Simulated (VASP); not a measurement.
Wanted: the native input for a VASP 6.6.1 run.

| Property | Result |
| --- | --- |
| Task | single point |
| Functional | PBE |
| Potentials or basis | VASP PAW PBE potentials, release 64 (Ce, O) |
| Cutoff | 520 eV |
| k mesh | 11 × 11 × 11 |
| Occupations | fermi-dirac, width 0.0612256 eV |
| Spin | no spin polarisation |
| Dipole correction | no |
| Further INCAR settings | ALGO = Normal; EDIFF = 1e-07; NBANDS = 22 |

The structure of Ce2O (antifluorite type) lies in POSCAR:

```
Ce2O
1.0
    0.0000000000      3.0584716405      3.0584716405
    3.0584716405      0.0000000000      3.0584716405
    3.0584716405      3.0584716405      0.0000000000
Ce O
2 1
Direct
    0.2500000000      0.2500000000      0.2500000000
    0.7500000000      0.7500000000      0.7500000000
    0.0000000000      0.0000000000      0.0000000000
```

The input as run:

INCAR

```
PREC = Accurate ; ENCUT = 520
EDIFF = 1E-7 ; ISMEAR = -1
SIGMA = 0.06122561905347299 ; LREAL = False
LASPH = True ; NELM = 60
ALGO = Normal ; ISIF = 2
LWAVE = False ; LCHARG = True
GGA = PE ; LELF = True
LVHAR = True ; NBANDS = 22
```

KPOINTS

```
regular mesh
0
Gamma
  11 11 11
```

Potentials or basis: VASP PAW PBE potentials, release 64 (Ce, O).

Command:

```console
$ cat potpaw_PBE.64/Ce/POTCAR potpaw_PBE.64/O/POTCAR > POTCAR
$ mpirun -np 1 vasp_std > vasp.out
```

Results of the run:

```json
{
 "Pressure": "-2.0 GPa",
 "Band gap on the k mesh": "zero (bands 15 and 16 overlap by 0.09 eV)"
}
```

Caveat: spin-orbit coupling is left out, which moves the levels of the heavy elements; the run has no spin polarisation, though such a crystal can be magnetic; semilocal functionals describe open f shells poorly, which spoils levels, moments and volumes.

Wall time 100 s on 1 thread of AMD EPYC 7R43 64-Core Processor (Zen 3) (shared host), peak memory 0.18 GiB.
